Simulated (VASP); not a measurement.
Ru, 1 atom in the cell. The structure is tetragonal, space group I4/mmm (No. 139). Conventional cell: a = 2.836 Å, b = 2.836 Å, c = 3.713 Å, α = 90.00°, β = 90.00°, γ = 90.00°. Ru (site symmetry 4/mmm) has 12 Ru at 2.73 to 2.84 Å within 3.6 Å.  This cell differs from its parent crystal: volume 14.935 Å^3 an atom, c/a of the conventional cell 0.9257.

| Quantity | Value |
| --- | --- |
| Program | VASP 6.6.1 |
| Task | single point |
| Functional | PBE |
| Potentials or basis | VASP PAW PBE potentials, release 64 (Ru_pv) |
| Cutoff | 520 eV |
| k mesh | 22 × 22 × 22 |
| Occupations | gaussian, width 0.15 eV |
| Spin | no spin polarisation |
| Dipole correction | no |
| Further INCAR settings | ALGO = Fast; EDIFF = 1e-07; NBANDS = 13 |

Potentials or basis: VASP PAW PBE potentials, release 64 (Ru_pv).

The run is started by

```console
$ cat potpaw_PBE.64/Ru_pv/POTCAR > POTCAR
$ mpirun -np 1 vasp_std > vasp.out
```

Hardware: 1 thread of AMD EPYC 7R43 64-Core Processor (Zen 3) (shared host).

Task: Estimate the wall time of this run.

Result: Run time: 4.2 min on 1 thread of AMD EPYC 7R43 64-Core Processor (Zen 3), on a shared host, peak memory 0.22 GiB. Counts: scf iterations 16, k points 834.
